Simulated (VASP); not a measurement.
Set up this calculation in VASP 6.6.1, as the native input.

```yaml
Task: single point
Functional: LDA
Potentials_or_basis: VASP PAW LDA potentials, release 64 (V_sv, H)
Cutoff: 520 eV
k_mesh: 9 × 9 × 9
Occupations: methfessel-paxton, width 0.1 eV
Spin: collinear spin, ferromagnetic start
Starting_moments: "[1.5, 0.0, 0.0] μB"
Dipole_correction: no
Further_INCAR_settings: ALGO = Normal; EDIFF = 1e-07; NBANDS = 18
```

The structure of VH2 lies in POSCAR:

```
VH2
1.0
    2.9226561584      0.0000000000      0.0000000000
    1.4613280792      2.5310944797      0.0000000000
    1.4613280792      0.8436981599      2.3863387605
V H
1 2
Direct
    0.0000000000      0.0000000000      0.0000000000
    0.2500000000      0.2500000000      0.2500000000
    0.7500000000      0.7500000000      0.7500000000
```

The input as run:

INCAR

```
SYSTEM = VH2
PREC = Accurate
ENCUT = 520
EDIFF = 1E-7
ISMEAR = 1
SIGMA = 0.1
LREAL = .False.
LASPH = .True.
NELM = 150
ALGO = Normal
ISIF = 2
LWAVE = .False.
LCHARG = .True.
ISPIN = 2
MAGMOM = 1.5 0 0
LORBIT = 11
LMAXMIX = 4
LELF = .True.
LVHAR = .True.
NBANDS = 18
```

KPOINTS

```
Automatic mesh
0
Gamma
  9 9 9
  0 0 0
```

Potentials or basis: VASP PAW LDA potentials, release 64 (V_sv, H).

Launch:

```console
$ cat potpaw_LDA.64/V_sv/POTCAR potpaw_LDA.64/H/POTCAR > POTCAR
$ mpirun -np 1 vasp_std > vasp.out
```

Results of the run:

| Property | Result |
| --- | --- |
| Pressure | 0.4 GPa |
| Net moment | 0.00 μB per cell |
| Valence electrons inside the program's atomic spheres | V 11.77; H 0.61 |

It used 15 s of CPU time on 1 thread of Intel Xeon 6975P-C, on a shared host.
